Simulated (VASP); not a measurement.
Set up this calculation in VASP 6.6.1, as the native input.

| Item | Value |
| --- | --- |
| Task | relaxation of cell and atoms |
| Functional | PBEsol |
| Potentials or basis | VASP PAW PBE potentials, release 64 (Sr_sv, Te) |
| Cutoff | 500 eV |
| k mesh | 6 × 6 × 4 |
| Occupations | gaussian, width 0.02 eV |
| Spin | no spin polarisation |
| Dipole correction | no |
| Further INCAR settings | ALGO = Normal; EDIFF = 1e-07; IBRION = 2; EDIFFG = -0.005; NSW = 100; ISIF = 3 |

The structure of SrTe lies in POSCAR:

```
SrTe
1.0
    4.5749810000      0.0000000000      0.0000000000
   -2.2874900000      3.9620500000      0.0000000000
    0.0000000000      0.0000000000     11.2063690000
Sr Te
3 3
Direct
    0.0000000000      0.0000000000      0.0000000000
    0.3333333300      0.6666666700      0.3333333300
    0.6666666700      0.3333333300      0.6666666700
    0.6666666700      0.3333333300      0.1666666700
    0.0000000000      0.0000000000      0.5000000000
    0.3333333300      0.6666666700      0.8333333300
```

These files were run (other wordings do the same):

INCAR

```
SYSTEM = SrTe
ALGO     = Normal         ! electronic algorithm
EDIFF    = 1E-7           ! SCF threshold, eV
EDIFFG   = -0.005         ! ionic threshold
ENCUT    = 500            ! plane-wave cutoff, eV
GGA      = PS             ! functional
GGA_COMPAT= .False.      
IBRION   = 2              ! ionic algorithm
ISIF     = 3              ! what is computed and relaxed
ISMEAR   = 0              ! smearing method
LASPH    = .True.         ! aspherical terms in the spheres
LCHARG   = .False.        ! write CHGCAR
LREAL    = .False.        ! projectors in reciprocal space
LWAVE    = .False.        ! write WAVECAR
NELM     = 120            ! most SCF steps
NELMIN   = 4            
NSW      = 100            ! ionic steps
PREC     = Accurate       ! precision mode
SIGMA    = 0.02           ! smearing width, eV
```

KPOINTS

```
k-points
0
Gamma
  6 6 4
  0 0 0
```

Potentials or basis: VASP PAW PBE potentials, release 64 (Sr_sv, Te).

Run with:

```bash
$ cat potpaw_PBE.64/Sr_sv/POTCAR potpaw_PBE.64/Te/POTCAR > POTCAR
$ mpirun -np 1 vasp_std > vasp.out
```

Results of the run:

```json
{"Relaxed volume": "36.18 Å³/atom", "Relaxed cell": "a = 4.677 Å, b = 4.677 Å, c = 11.456 Å, α = 90.00°, β = 90.00°, γ = 120.00°", "Space group after relaxing (to 0.1 Å)": "Fm-3m (No. 225)", "Energy gained by relaxing": "18.7 meV/atom", "Ionic steps": "3", "Pressure after relaxing": "0.0 GPa", "Band gap on the k mesh": "1.55 eV"}
```

Caveat: the PAW data sets were made with another functional, which shifts forces and pressure a little; spin-orbit coupling is left out, which moves the levels of the heavy elements.

Wall time 8.7 min on 1 thread of Oxide Virtual Turin-like Processor, with other jobs on the host, peak memory 0.36 GiB.
